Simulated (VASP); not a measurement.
Set up this calculation in VASP 6.6.1, as the native input.

| Item | Value |
| --- | --- |
| Task | single point |
| Functional | PBEsol |
| Potentials or basis | VASP PAW PBE potentials, release 64 (Hf_pv, C) |
| Cutoff | 520 eV |
| k mesh | 15 × 15 × 8 |
| Occupations | gaussian, width 0.1 eV |
| Spin | no spin polarisation |
| Dipole correction | no |
| Further INCAR settings | ALGO = Normal; EDIFF = 1e-07; NBANDS = 22 |

The structure of HfC lies in POSCAR:

```
HfC
1.0
    3.5197705246      0.0000000000      0.0000000000
   -1.7598852623      3.0482106898      0.0000000000
    0.0000000000      0.0000000000      5.3219602049
Hf C
2 2
Direct
    0.6666666700      0.3333333300      0.7500000000
    0.3333333300      0.6666666700      0.2500000000
    0.0000000000      0.0000000000      0.0000000000
    0.0000000000      0.0000000000      0.5000000000
```

This cell differs from its parent crystal: strained.

The input as run:

INCAR

```
  PREC = Accurate
  ENCUT = 520
  EDIFF = 1E-7
  ISMEAR = 0
  SIGMA = 0.1
  LREAL = False
  LASPH = True
  NELM = 100
  ALGO = Normal
  ISIF = 2
  LWAVE = False
  LCHARG = True
  GGA = PS
  LELF = True
  LVHAR = True
  NBANDS = 22
```

KPOINTS

```
Automatic mesh
0
Gamma
  15 15 8
```

Potentials or basis: VASP PAW PBE potentials, release 64 (Hf_pv, C).

Command:

```bash
$ cat potpaw_PBE.64/Hf_pv/POTCAR potpaw_PBE.64/C/POTCAR > POTCAR
$ mpirun -np 1 vasp_std > vasp.out
```

It gave:

```
Pressure               : -29.3 GPa
Band gap on the k mesh : zero (band 14 reaches 6.23 eV, above the bottom of band 15 at 5.10 eV)
```

Caveat: the cell differs from its parent crystal (strained); the PAW data sets were made with another functional, which shifts forces and pressure a little; spin-orbit coupling is left out, which moves the levels of the heavy elements.

It took 110 s on 1 thread of AMD EPYC 9R14 (Zen 4) (shared host), peak memory 0.26 GiB.
